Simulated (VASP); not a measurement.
Wanted: the native input for a VASP 6.6.1 run.

| Item | Value |
| --- | --- |
| Task | single point |
| Functional | HSE06 |
| Potentials or basis | VASP PAW PBE potentials, release 64 (Li_sv, H) |
| Cutoff | 520 eV |
| k mesh | 6 × 6 × 6 |
| Occupations | fermi-dirac, width 0.05 eV |
| Spin | no spin polarisation |
| Dipole correction | no |
| Grid for exact exchange (PRECFOCK) | Normal |
| Further INCAR settings | ALGO = Normal; EDIFF = 1e-07; NBANDS = 9 |
| Screening parameter | 0.2079 1/Å |

Crystal: LiH.

```
CELL_PARAMETERS angstrom
0.00000 2.03675 2.03675
2.03675 0.00000 2.03675
2.03675 2.03675 0.00000
ATOMIC_POSITIONS crystal
Li 0.00000 0.00000 0.00000
H 0.50000 0.50000 0.50000
```

One way to write it, as run:

POSCAR

```
LiH
1.0
    0.0000000000      2.0367500000      2.0367500000
    2.0367500000      0.0000000000      2.0367500000
    2.0367500000      2.0367500000      0.0000000000
Li H
1 1
Direct
    0.0000000000      0.0000000000      0.0000000000
    0.5000000000      0.5000000000      0.5000000000
```

INCAR.step1

```
ALGO     = Normal         # electronic algorithm
EDIFF    = 1E-5           # SCF threshold, eV
ENCUT    = 520            # plane-wave cutoff, eV
GGA      = PE             # functional
ISIF     = 2              # what is computed and relaxed
ISMEAR   = -1             # smearing method
LASPH    = True           # aspherical terms in the spheres
LREAL    = False          # projectors in reciprocal space
LWAVE    = True           # write WAVECAR
NBANDS   = 9              # bands
NELM     = 100            # most SCF steps
PREC     = Accurate       # precision mode
SIGMA    = 0.05           # smearing width, eV
```

INCAR.step2

```
ALGO     = Normal         # electronic algorithm
EDIFF    = 1E-7           # SCF threshold, eV
ENCUT    = 520            # plane-wave cutoff, eV
GGA      = PE             # functional
HFSCREEN = 0.2079         # screening, 1/A
ISIF     = 2              # what is computed and relaxed
ISMEAR   = -1             # smearing method
ISTART   = 1            
LASPH    = True           # aspherical terms in the spheres
LCHARG   = True           # write CHGCAR
LELF     = True           # ELF
LHFCALC  = True           # exact exchange
LREAL    = False          # projectors in reciprocal space
LVHAR    = True         
LWAVE    = False          # write WAVECAR
NBANDS   = 9              # bands
NELM     = 100            # most SCF steps
PREC     = Accurate       # precision mode
PRECFOCK = Normal       
SIGMA    = 0.05           # smearing width, eV
```

KPOINTS

```
k-points
0
Gamma
  6 6 6
```

Potentials or basis: VASP PAW PBE potentials, release 64 (Li_sv, H).

Command:

```sh
$ cat potpaw_PBE.64/Li_sv/POTCAR potpaw_PBE.64/H/POTCAR > POTCAR
$ cp INCAR.step1 INCAR
$ mpirun -np 1 vasp_std > vasp.out
$ cp INCAR.step2 INCAR
$ mpirun -np 1 vasp_std > vasp.out
```

Results of the run:

```yaml
Band_gap_on_the_k_mesh: 4.00 eV, direct
```

Caveat: the k points lie up to 0.45 Å⁻¹ apart.

Run time: 81 s on 1 thread of Intel(R) Xeon(R) 6975P-C (Granite Rapids), with other jobs on the host, peak memory 0.23 GiB.
